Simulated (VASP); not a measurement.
# BaC5 (P6/mmm) in VASP: single point with PBE

Aim: the single point of BaC5 with PBE.

Everything below comes from runs of VASP 6.6.1. Logs are shortened: lines on timing, memory, paths and dates and some standing lists are left out, and cuts for length are marked.

## 1. The cell of the first run

Symmetry: P6/mmm, No. 191, hexagonal system. The conventional cell has a = 5.135 Å, b = 5.135 Å, c = 2.760 Å, α = 90.00°, β = 90.00°, γ = 120.00°. Within 3.4 Å of Ba (site symmetry 6/mmm) lie 18 C at 2.57 to 3.27 Å and 2 Ba at 2.76 Å. C (site symmetry mmm) has 10 C at 2.03 to 2.76 Å and 2 Ba at 2.57 Å within 2.8 Å. Within 2.8 Å of C (site symmetry -6m2) lie 8 C at 2.03 to 2.76 Å.

The cell was generated, and may not be a known phase.

## 2. Single point, PBE

INCAR reads:

```
SYSTEM = BaC5
PREC = Accurate
ENCUT = 1300
EDIFF = 1E-6
ISMEAR = 0
SIGMA = 0.1
LREAL = .False.
LASPH = .True.
NELM = 120
ALGO = Normal
ISIF = 2
LWAVE = .False.
LCHARG = .False.
GGA = PE
NBANDS = 24
GGA_COMPAT = .False.
```

KPOINTS reads:

```
regular mesh
0
Gamma
  6 6 6
  0 0 0
```

POSCAR reads:

```
BaC5
1.0
    5.1352948813      0.0000000000      0.0000000000
   -2.5676474407      4.4472958232      0.0000000000
    0.0000000000      0.0000000000      2.7599281016
Ba C
1 5
Direct
    0.0000000000      0.0000000000      0.0000000000
    0.5000000000      0.0000000000      0.0000000000
    0.0000000000      0.5000000000      0.0000000000
    0.5000000000      0.5000000000      0.0000000000
    0.3333333333      0.6666666667      0.5000000000
    0.6666666667      0.3333333333      0.5000000000
```

Potentials or basis: VASP PAW PBE potentials, release 64 (Ba_sv, C_h).

On the command line:

```bash
$ cat potpaw_PBE.64/Ba_sv/POTCAR potpaw_PBE.64/C_h/POTCAR > POTCAR
$ mpirun -np 1 vasp_std > vasp.out
```

OUTCAR:

```text
SYSTEM = BaC5
   PREC = Accurate
   ENCUT = 1300
   EDIFF = 1E-6
   ISMEAR = 0
   LREAL = .False.
   LASPH = .True.
   NELM = 120
   ISIF = 2
   GGA = PE

 ion  position               nearest neighbor table
   1  0.000  0.000  0.000-   2 2.57   2 2.57   4 2.57   4 2.57   3 2.57   3 2.57
   2  0.500  0.000  0.000-   1 2.57   1 2.57
   3  0.000  0.500  0.000-   1 2.57   1 2.57
   4  0.500  0.500  0.000-   1 2.57   1 2.57
   5  0.333  0.667  0.500-
   6  0.667  0.333  0.500-

  LATTYP: Found a hexagonal cell.
 ALAT       =     5.1352948813
 C/A-ratio  =     0.5374429639

  Lattice vectors:

 A1 = (   5.1352948813,   0.0000000000,   0.0000000000)
 A2 = (  -2.5676474407,   4.4472958232,   0.0000000000)
 A3 = (   0.0000000000,   0.0000000000,   2.7599281016)

Analysis of symmetry for initial positions (statically):
=====================================================================
 Subroutine PRICEL returns:
 Original cell was already a primitive cell.

 Routine SETGRP: Setting up the symmetry group for a
 hexagonal supercell.

 Subroutine GETGRP returns: Found 24 space group operations
 (whereof 24 operations were pure point group operations)
 out of a pool of 24 trial point group operations.

The static configuration has the point symmetry D_6h.

Analysis of symmetry for dynamics (positions and initial velocities):
=====================================================================
 Subroutine PRICEL returns:
 Original cell was already a primitive cell.

 Routine SETGRP: Setting up the symmetry group for a
 hexagonal supercell.

 Subroutine GETGRP returns: Found 24 space group operations
 (whereof 24 operations were pure point group operations)
 out of a pool of 24 trial point group operations.

The dynamic configuration has the point symmetry D_6h.

 Subroutine INISYM returns: Found 24 space group operations
 (whereof 24 operations are pure point group operations),
 and found     1 'primitive' translations

----------------------------------------------------------------------------------------

                                     Primitive cell

  volume of cell :      63.0317

  direct lattice vectors                    reciprocal lattice vectors
     5.135294881  0.000000000  0.000000000     0.194730784  0.112427871  0.000000000
[... 86 lines left out ...]
   ISTART =      0    job   : 0-new  1-cont  2-samecut
   ICHARG =      2    charge: 1-file 2-atom 10-const
   ISPIN  =      1    spin polarized calculation?
   LNONCOLLINEAR =      F non collinear calculations
   LSORBIT =      F    spin-orbit coupling
   LASPH  =      T    aspherical Exc in radial PAW
   ENCUT  = 1300.0 eV  95.55 Ry    9.77 a.u.  15.10 15.10  8.11*2*pi/ulx,y,z
   NELM   =    120;   NELMIN=  2; NELMDL= -5     # of ELM steps
   EDIFF  = 0.1E-05   stopping-criterion for ELM
   LREAL  =      F    real-space projection
[... 7 lines left out ...]
   TEBEG  =    0.0;   TEEND  =   0.0 temperature during run
   PSTRESS=    0.0 pullay stress
   NELECT =      30.0000    total number of electrons
   NUPDOWN=      -1.0000    fix difference up-down
   EMIN   =  10.00;   EMAX   =-10.00  energy-range for DOS
   EFERMI =   0.00;   METHOD = LEGACY
   ISMEAR =     0;   SIGMA  =   0.10  broadening in eV -4-tet -1-fermi 0-gaus
   EFERMI_NEDOS =   21; number of points for ismear=-14 and -15
   IALGO  =     38    algorithm
   IMIX   =      4    mixing-type and parameters
     AMIX     =   0.40;   BMIX     =  1.00
     AMIX_MAG =   1.60;   BMIX_MAG =  1.00
  volume/ion in A,a.u.               =      10.51        70.89
  Fermi-wavevector in a.u.,A,eV,Ry     =   1.278190  2.415429 22.228797  1.633770
  Thomas-Fermi vector in A             =   2.410747
   LORBIT       =      0    0 simple, 1 ext, 2 COOP (PROOUT), +10 PAW based schemes
   GGA     = PE    functional components
   LHFCALC =     F    Hartree Fock is set to
   AEXX    =    0.0000 exact exchange contribution
   IVDW    =     0    specifies the selected vdW correction
   LEPSILON=     F    determine dielectric tensor
   LRPA    =     F    only Hartree local field effects (RPA)
 non-spin polarized calculation
 Gauss-broadening in eV      SIGMA  =   0.10
  energy-cutoff  :     1300.00
  volume of cell :       63.03
 maximum number of plane-waves:      6735
   NGX = 31   NGY = 31   NGZ = 17

 number of electron      30.0000000 magnetization

 Free energy of the ion-electron system (eV)
  ---------------------------------------------------
  ext. energy  EPLUGINS =         0.00000000
  ---------------------------------------------------
  free energy    TOTEN  =       -28.58248988 eV

  energy without entropy =      -28.56990078  energy(sigma->0) =      -28.57619533

 E-fermi :   6.5945     XC(G=0): -11.8396

 val. band max:        6.5092990654   @ k =   0.3333   0.1667   0.3333
 cond. band min:       6.6025154550   @ k =   0.3333   0.0000   0.0000
 fundamental gap:      0.0932163896
 Fermi energy:         6.5944894363

 k-point     1 :       0.0000    0.0000    0.0000
  band No.  band energies     occupation
      1     -21.7570      2.00000
      2      -9.1936      2.00000
      3      -7.3281      2.00000
      4      -7.3281      2.00000
      5      -5.3552      2.00000
      6      -4.2727      2.00000
[... 637 lines left out ...]
     23      12.8232      0.00000
     24      13.0874      0.00000

 [... further k-points ...]

------------------------ aborting loop because EDIFF is reached ----------------------------------------

  FORCE on cell =-STRESS in cart. coord.  units (eV):
  Direction    XX          YY          ZZ          XY          YZ          ZX
  --------------------------------------------------------------------------------------
  -------------------------------------------------------------------------------------
  Total        1.3715126      1.3715126      1.5661159     -0.0000000      0.0000000      0.0000000
  in kB       34.8619130     34.8619130     39.8084542     -0.0000000      0.0000000      0.0000000
  external PRESSURE =      36.5107601 kB  Pullay stress =       0.0000000 kB

 VOLUME and BASIS-vectors are now :
 -----------------------------------------------------------------------------
  energy-cutoff  :     1300.00
  volume of cell :       63.03
      direct lattice vectors                 reciprocal lattice vectors
     5.135294881  0.000000000  0.000000000     0.194730784  0.112427871  0.000000000
    -2.567647441  4.447295823  0.000000000     0.000000000  0.224855742  0.000000000
     0.000000000  0.000000000  2.759928102     0.000000000  0.000000000  0.362328279

 POSITION                                       TOTAL-FORCE (eV/Angst)
 -----------------------------------------------------------------------------------
      0.00000      0.00000      0.00000        -0.000000      0.000000      0.000000
      2.56765      0.00000      0.00000        -0.000000      0.000000      0.000000
     -1.28382      2.22365      0.00000        -0.000000      0.000000      0.000000
      1.28382      2.22365      0.00000        -0.000000      0.000000      0.000000
     -0.00000      2.96486      1.37996         0.000000     -0.000000      0.000000
      2.56765      1.48243      1.37996        -0.000000      0.000000      0.000000
 -----------------------------------------------------------------------------------
    total drift:                                0.000000     -0.000000     -0.000000

  FREE ENERGIE OF THE ION-ELECTRON SYSTEM (eV)
  ---------------------------------------------------
  free  energy   TOTEN  =       -28.5824898846 eV

  energy  without entropy=      -28.5699007779  energy(sigma->0) =      -28.57619533
```

OSZICAR:

```text
N       E                     dE             d eps       ncg     rms          rms(c)
DAV:   1     0.188877078120E+03    0.18888E+03   -0.26058E+04  1344   0.246E+03
DAV:   2    -0.132920505394E+02   -0.20217E+03   -0.18688E+03  1696   0.307E+02
DAV:   3    -0.283724374708E+02   -0.15080E+02   -0.14534E+02  1936   0.721E+01
DAV:   4    -0.288332255285E+02   -0.46079E+00   -0.45901E+00  1848   0.122E+01
DAV:   5    -0.288408118858E+02   -0.75864E-02   -0.75820E-02  1936   0.140E+00    0.142E+01
DAV:   6    -0.286045153187E+02    0.23630E+00   -0.10032E+00  2064   0.480E+00    0.800E+00
DAV:   7    -0.285893332544E+02    0.15182E-01   -0.20111E-01  1880   0.266E+00    0.407E+00
DAV:   8    -0.285818057981E+02    0.75275E-02   -0.42393E-02  1904   0.150E+00    0.145E-01
DAV:   9    -0.285823409271E+02   -0.53513E-03   -0.46068E-03  1776   0.464E-01    0.977E-02
DAV:  10    -0.285824939830E+02   -0.15306E-03   -0.52112E-04  1864   0.178E-01    0.143E-02
DAV:  11    -0.285824856747E+02    0.83084E-05   -0.43202E-05  1776   0.462E-02    0.969E-03
DAV:  12    -0.285824895434E+02   -0.38688E-05   -0.70370E-06  1664   0.220E-02    0.319E-03
DAV:  13    -0.285824898846E+02   -0.34120E-06   -0.14698E-06  1592   0.948E-03
   1 F= -.28582490E+02 E0= -.28576195E+02  d E =-.125891E-01
```

stdout:

```text
POSCAR found type information on POSCAR BaC
 POSCAR found :  2 types and       6 ions
 scaLAPACK will be used
 LDA part: xc-table for (Slater+PW92), standard interpolation
 POSCAR, INCAR and KPOINTS ok, starting setup
 FFT: planning ... GRIDC
 FFT: planning ... GRID_SOFT
 FFT: planning ... GRID
 WAVECAR not read
 entering main loop
```

It took 95 s on 1 thread of Intel Xeon 6975P-C (Granite Rapids), shared host; peak memory 0.42 GiB.

What came out:

* Free energy: -28.5825 eV
* Pressure: 3.7 GPa
* Band gap on the k mesh: zero (bands 15 and 16 overlap by 3.03 eV)

Stress tensor (GPa, compression positive):
```
3.49 0.00 0.00
0.00 3.49 0.00
0.00 0.00 3.98
```

Levels at points of the mesh, in eV from the Fermi level:
```
           k point  band 13  band 14  band 15  band 16  band 17  band 18
(0.00, 0.00, 0.00)     1.06     1.26     1.79     1.79     2.01     2.01
(0.50, 0.00, 0.00)    -1.01    -0.26     0.03     0.75     0.80     1.91
(0.00, 0.00, 0.50)    -1.86    -1.86    -0.17    -0.17     1.79     3.02
(0.50, 0.00, 0.50)    -1.66    -1.63    -1.53    -1.23     0.25     1.12
```

Caveat: the k points lie up to 0.38 Å⁻¹ apart, too coarse for converged energies and pressures of a metal; spin-orbit coupling is left out, which moves the levels of the heavy elements.

The gap in the log of VASP goes by the Fermi energy; the results here count the filled bands.